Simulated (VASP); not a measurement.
Here is a VASP 6.6.1 calculation.

POSCAR

```
Al2Au
1.0
    0.0000000000      3.0011078160      3.0011078160
    3.0011078160      0.0000000000      3.0011078160
    3.0011078160      3.0011078160      0.0000000000
Al Au
2 1
Direct
    0.2500000000      0.2500000000      0.2500000000
    0.7500000000      0.7500000000      0.7500000000
    0.0000000000      0.0000000000      0.0000000000
```

The input INCAR.step1:

```
PREC = Accurate
ENCUT = 520
EDIFF = 1E-5
ISMEAR = 0
SIGMA = 0.1
LREAL = False
LASPH = True
NELM = 60
ALGO = Normal
ISIF = 2
LWAVE = True
LCHARG = False
GGA = PE
NBANDS = 16
```

The input INCAR.step2:

```
PREC = Accurate
ENCUT = 520
EDIFF = 1E-7
ISMEAR = 0
SIGMA = 0.1
LREAL = False
LASPH = True
NELM = 60
ALGO = Normal
ISIF = 2
LWAVE = False
LCHARG = False
GGA = PE
LHFCALC = True
HFSCREEN = 0.2079
PRECFOCK = Normal
ISTART = 1
NBANDS = 16
```

File KPOINTS:

```
regular mesh
0
Gamma
  6 6 6
```

Potentials or basis: VASP PAW PBE potentials, release 64 (Al, Au).

The run is started by

```sh
$ cat potpaw_PBE.64/Al/POTCAR potpaw_PBE.64/Au/POTCAR > POTCAR
$ cp INCAR.step1 INCAR
$ mpirun -np 1 vasp_std > vasp.out
$ cp INCAR.step2 INCAR
$ mpirun -np 1 vasp_std > vasp.out
```

Task: Predict the pressure.

Result: 0.7 GPa.

Task: What does it give for the band gap on the k mesh?

Result: Zero (an odd number of electrons rules out a gap without spin polarisation).

Caveat: the PAW data sets were made with another functional, which shifts forces and pressure a little; spin-orbit coupling is left out, which moves the levels of the heavy elements.
